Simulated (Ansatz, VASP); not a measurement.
## Ti6H: VASP beside Ansatz

```xyz
7
Lattice="2.8322 0.0000 0.0000 0.0000 4.5795 0.0000 0.0000 0.0000 23.5511" Properties=species:S:1:pos:R:3 pbc="T T T"
Ti    1.4161    0.0000    4.0000
Ti    0.0000    2.2898    5.3220
Ti    1.4161    0.0000    6.6440
Ti    1.4161    2.2898    7.9954
Ti    0.0000    0.0000    9.2796
Ti    1.4161    2.2898   10.5511
H     2.1241    3.4347   13.5211
```

Alike in both runs: task single point; functional PBE; k mesh 9 × 6 × 1; occupations gaussian, width 0.1 eV; no spin polarisation.

|  | VASP | Ansatz |
| --- | --- | --- |
| version | VASP 6.6.1 | Ansatz 0.2.0 |
| potentials or method | VASP PAW PBE potentials, release 64 (Ti_sv, H), cutoff 520 eV | scalar-relativistic, plane waves, PAW |
| valence electrons in the cell | 73 | 73 |

```tsv
	VASP	Ansatz	Ansatz less VASP
gap on the k mesh at the Fermi level (eV)	none	none	-
rms of the force components (eV/Å)	0.310	0.310	+0.0004
```

Atom by atom the forces differ by 0.004 eV/Å (rms over components). A gap of «none» marks a metal or a gap that the smearing closes.
